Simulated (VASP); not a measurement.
# Al3Pt (P-3m1) in VASP: a series of runs, part 2 of 2

VASP 6.6.1. Earlier steps stand in the parts before.

### Step 3. Single point, PBE

This run uses another cell than the first one, of 18.55 Å³/atom, 1.105 times its volume.

File INCAR:

```
SYSTEM = Al3Pt
PREC = Accurate ; ENCUT = 520
EDIFF = 1E-7 ; ISMEAR = 0
SIGMA = 0.1 ; LREAL = .FALSE.
LASPH = .TRUE. ; NELM = 100
ALGO = Fast ; ISIF = 2
LWAVE = .FALSE. ; LCHARG = .FALSE.
GGA = PE ; NBANDS = 18
```

File KPOINTS:

```
regular mesh
0
G
  6 6 4
  0 0 0
```

File POSCAR:

```
Al3Pt
1.0
    4.1364820172      0.0000000000      0.0000000000
   -2.0682410086      3.5822985092      0.0000000000
    0.0000000000      0.0000000000      5.0087156132
Al Pt
3 1
Direct
    0.3333333333      0.6666666667      0.3144802781
    0.6666666667      0.3333333333      0.6855197219
    0.0000000000      0.0000000000      0.0000000000
    0.0000000000      0.0000000000      0.5000000000
```

Potentials or basis: VASP PAW PBE potentials, release 64 (Al, Pt).

Launch:

```bash
cat potpaw_PBE.64/Al/POTCAR potpaw_PBE.64/Pt/POTCAR > POTCAR
mpirun -np 1 vasp_std > vasp.out
```

OUTCAR:

```text
SYSTEM = Al3Pt
   PREC = Accurate
   ENCUT = 520
   EDIFF = 1E-7
   ISMEAR = 0
   LREAL = .FALSE.
   LASPH = .TRUE.
   NELM = 100
   ISIF = 2
   GGA = PE

 ion  position               nearest neighbor table
   1  0.333  0.667  0.314-   4 2.56   4 2.56   4 2.56   3 2.86   3 2.86   3 2.86   2 3.03   2 3.03
                             2 3.03
   2  0.667  0.333  0.686-   4 2.56   4 2.56   4 2.56   3 2.86   3 2.86   3 2.86   1 3.03   1 3.03
                             1 3.03
   3  0.000  0.000  0.000-   4 2.50   4 2.50   1 2.86   2 2.86   2 2.86   1 2.86   2 2.86   1 2.86
[... 707 lines left out ...]
  --------------------------------------------------------------------------------------
  -------------------------------------------------------------------------------------
  Total       -0.0189097     -0.0189097     -0.1507122      0.0000000      0.0000000      0.0000000
  in kB       -0.4082019     -0.4082019     -3.2534169      0.0000000      0.0000000      0.0000000
  external PRESSURE =      -1.3566069 kB  Pullay stress =       0.0000000 kB

 VOLUME and BASIS-vectors are now :
 -----------------------------------------------------------------------------
  energy-cutoff  :      520.00
  volume of cell :       74.22
      direct lattice vectors                 reciprocal lattice vectors
     4.136482017  0.000000000  0.000000000     0.241751323  0.139575191  0.000000000
    -2.068241009  3.582298509  0.000000000     0.000000000  0.279150383  0.000000000
     0.000000000  0.000000000  5.008715613     0.000000000  0.000000000  0.199651982

 POSITION                                       TOTAL-FORCE (eV/Angst)
 -----------------------------------------------------------------------------------
     -0.00000      2.38820      1.57514        -0.000000      0.000000      0.005147
      2.06824      1.19410      3.43357         0.000000      0.000000     -0.005147
      0.00000      0.00000      0.00000        -0.000000      0.000000      0.000000
      0.00000      0.00000      2.50436        -0.000000      0.000000      0.000000
 -----------------------------------------------------------------------------------
    total drift:                               -0.000000     -0.000000      0.000000

  FREE ENERGIE OF THE ION-ELECTRON SYSTEM (eV)
  ---------------------------------------------------
  free  energy   TOTEN  =       -19.4881108814 eV

  energy  without entropy=      -19.4815822427  energy(sigma->0) =      -19.48484656
```

stdout:

```text
POSCAR found type information on POSCAR AlPt
 POSCAR found :  2 types and       4 ions
 scaLAPACK will be used
 LDA part: xc-table for (Slater+PW92), standard interpolation
 POSCAR, INCAR and KPOINTS ok, starting setup
 FFT: planning ... GRIDC
 FFT: planning ... GRID_SOFT
 FFT: planning ... GRID
 WAVECAR not read
 entering main loop
```

It took 29 s on 1 thread of Intel Xeon Platinum 8375C at 2.90GHz (Ice Lake), shared host; peak memory 0.2 GiB.

What came out:

```
Free energy   : -19.4881 eV
Pressure      : -0.1 GPa
Largest force : 0.005 eV/Å
```

Forces in eV/Å, atoms in the order of the input:
```
Al   0.000  0.000  0.005
Al   0.000  0.000 -0.005
Al   0.000  0.000  0.000
Pt   0.000  0.000  0.000
```

Caveat: spin-orbit coupling is left out, which moves the levels of the heavy elements.

### Step 4. Single point, PBE

This run uses another cell than the first one: it holds 8 atoms, not 4.

File INCAR:

```
SYSTEM = Al3Pt
PREC = Accurate
ENCUT = 520
EDIFF = 1E-6
ISMEAR = 0
SIGMA = 0.2
LREAL = .False.
LASPH = .True.
NELM = 60
ALGO = Normal
ISIF = 2
LWAVE = .False.
LCHARG = .False.
GGA = PE
NBANDS = 29
```

File KPOINTS:

```
regular mesh
0
Gamma
  6 6 2
  0 0 0
```

File POSCAR:

```
Al3Pt
1.0
    4.1359987661      0.0000000000      0.0000000000
   -2.0679993830      3.5818800014      0.0000000000
    0.0000000000      0.0000000000     10.0460421946
Al Pt
6 2
Direct
    0.3333333333      0.6666666667      0.1588252797
    0.3333333333      0.6666666667      0.6588252797
    0.6666666667      0.3333333333      0.3411747203
    0.6666666667      0.3333333333      0.8411747203
    0.0000000000      0.0000000000      0.0000000000
    0.0000000000      0.0000000000      0.5000000000
    0.0000000000      0.0000000000      0.2500000000
    1.0000000000      0.0000000000      0.7500000000
```

Launch:

```bash
cat potpaw_PBE.64/Al/POTCAR potpaw_PBE.64/Pt/POTCAR > POTCAR
mpirun -np 1 vasp_std > vasp.out
```

It took 54 s on 1 thread of Intel Xeon Platinum 8375C at 2.90GHz (Ice Lake), shared host; peak memory 0.29 GiB.

It converged, with:

```
Free energy            : -38.9883 eV
Pressure               : -0.1 GPa
Largest force          : 0.063 eV/Å
Band gap on the k mesh : zero (band 19 reaches 9.23 eV, above the bottom of band 20 at 6.03 eV)
```

Forces on the atoms (eV/Å):
```
Al   0.000  0.000 -0.063
Al   0.000  0.000 -0.063
Al   0.000  0.000  0.063
Al   0.000  0.000  0.063
Al   0.000  0.000  0.000
Al   0.000  0.000  0.000
Pt   0.000  0.000  0.000
Pt   0.000  0.000  0.000
```

Stress tensor (GPa, compression positive):
```
 0.25  0.00  0.00
 0.00  0.25  0.00
 0.00  0.00 -0.86
```

Levels at points of the mesh, in eV from the Fermi level:
| k point | band 16 | band 17 | band 18 | band 19 | band 20 | band 21 | band 22 | band 23 |
| --- | --- | --- | --- | --- | --- | --- | --- | --- |
| (0.00, 0.00, 0.00) | 1.00 | 1.00 | 2.31 | 2.31 | 3.50 | 3.65 | 3.65 | 3.72 |
| (0.50, 0.00, 0.00) | -1.57 | -1.43 | -1.35 | -0.72 | -0.23 | 0.17 | 1.36 | 1.89 |
| (0.00, 0.00, 0.50) | 0.63 | 1.52 | 1.52 | 1.52 | 1.52 | 3.75 | 3.75 | 3.84 |
| (0.50, 0.00, 0.50) | -3.32 | -1.25 | -1.25 | -0.87 | -0.87 | 1.30 | 1.30 | 2.92 |

Caveat: spin-orbit coupling is left out, which moves the levels of the heavy elements.

### Step 5. Summary

```tsv
cell	k mesh	smearing	gap on the mesh (eV)	pressure (GPa)	largest force (eV/Å)
a = 3.900, b = 3.900, c = 5.098 Å, angles 90.0, 90.0, 120.0°, 4 atoms	6 × 6 × 4	gaussian 0.1 eV	none	18.5	4.04
a = 4.136, b = 4.136, c = 5.009 Å, angles 90.0, 90.0, 120.0°, 4 atoms	6 × 6 × 4	gaussian 0.1 eV	none	-0.1	0.01
a = 4.136, b = 4.136, c = 10.046 Å, angles 90.0, 90.0, 120.0°, 8 atoms	6 × 6 × 2	gaussian 0.2 eV	none	-0.1	0.06
```

Alike in all rows: task single point; level PBE; potentials or basis VASP PAW PBE potentials, release 64 (Al, Pt); no spin polarisation; cutoff (eV) 520.

Caveats: spin-orbit coupling is left out, which moves the levels of the heavy elements; forces of over 1 eV/Å act on the atoms, so gaps and moduli don't describe the material at rest (some runs).

Absolute energies hang on the potentials; compare differences alone.
